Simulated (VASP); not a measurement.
Set up this calculation in VASP 6.6.1, as the native input.

| Property | Result |
| --- | --- |
| Task | single point |
| Functional | PBE |
| Potentials or basis | VASP PAW PBE potentials, release 64 (B, N) |
| Cutoff | 520 eV |
| k mesh | 12 × 12 × 6 |
| Occupations | gaussian, width 0.05 eV |
| Spin | no spin polarisation |
| Dipole correction | no |
| Further INCAR settings | ALGO = Normal; EDIFF = 1e-07; NBANDS = 16 |

The structure of BN lies in POSCAR:

```
BN
1.0
    2.4877162557     -0.0426466871      0.0097995710
   -1.2807912423      2.3319648813     -0.0583242774
    0.0162186160     -0.1020978264      4.2832662811
B N
2 2
Direct
    0.6701676277      0.3160039758      0.9876030511
    0.3080917410      0.6844141027      0.4959413843
    0.6884388768      0.3488275418      0.6355283638
    0.3333017546      0.6507543798      0.1309272007
```

This cell differs from its parent crystal: atoms moved at random and the cell strained at random.

These files were run (other wordings do the same):

INCAR

```
  PREC = Accurate
  ENCUT = 520
  EDIFF = 1E-7
  ISMEAR = 0
  SIGMA = 0.05
  LREAL = False
  LASPH = True
  NELM = 80
  ALGO = Normal
  ISIF = 2
  LWAVE = False
  LCHARG = True
  GGA = PE
  LELF = True
  LVHAR = True
  NBANDS = 16
```

KPOINTS

```
regular mesh
0
Gamma
  12 12 6
```

Potentials or basis: VASP PAW PBE potentials, release 64 (B, N).

Launch:

```bash
$ cat potpaw_PBE.64/B/POTCAR potpaw_PBE.64/N/POTCAR > POTCAR
$ mpirun -np 1 vasp_std > vasp.out
```

Results of the run:

```yaml
Pressure: -5.6 GPa
Largest_force: 2.794 eV/Å
Band_gap_on_the_k_mesh: 3.63 eV (least direct gap 6.44 eV)
```

Caveat: the cell differs from its parent crystal (atoms moved at random and the cell strained at random); the cell stands under tension; forces of over 1 eV/Å act on the atoms, so gaps and moduli don't describe the material at rest.

Wall time 3.5 min on 1 thread of Intel Xeon 8259CL, with other jobs on the host, peak memory 0.25 GiB.
